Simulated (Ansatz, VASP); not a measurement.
MgTe5: VASP beside Ansatz

```
Mg Te
1.0
     7.85722    0.00000    0.00000
    -3.92861    6.80455    0.00000
     0.00000    0.00000    5.31577
Mg Te
1 5
Cartesian
  3.9286 2.2682 2.6579
  6.4374 0.8197 2.6579
  3.9286 5.1651 2.6579
  1.4198 0.8197 2.6579
  3.9286 2.2682 0.0000
  0.0000 4.5364 0.0000
```

Alike in both runs: functional PBE; k mesh 6 × 6 × 8; occupations gaussian, width 0.1 eV; no spin polarisation.

Ansatz relaxed the structure, and its values are those at the end. VASP's run is a single point on that final structure, the one shown.

```csv
,VASP,Ansatz
version,VASP 6.6.1,Ansatz 0.2.0
potentials or method,"VASP PAW PBE potentials, release 64 (Mg, Te), cutoff 520 eV","scalar-relativistic, plane waves, PAW"
valence electrons in the cell,32,90
```

```tsv
	VASP	Ansatz	Ansatz less VASP
gap on the k mesh at the Fermi level (eV)	none	none	-
pressure (GPa)	0.0	0.0	+0.01
```

A gap of «none» marks a metal or a gap that the smearing closes. VASP's potentials hold 32 valence electrons a cell and Ansatz's 90, so a difference there can come from the potentials and not from the codes.

Spin-orbit coupling is off throughout.
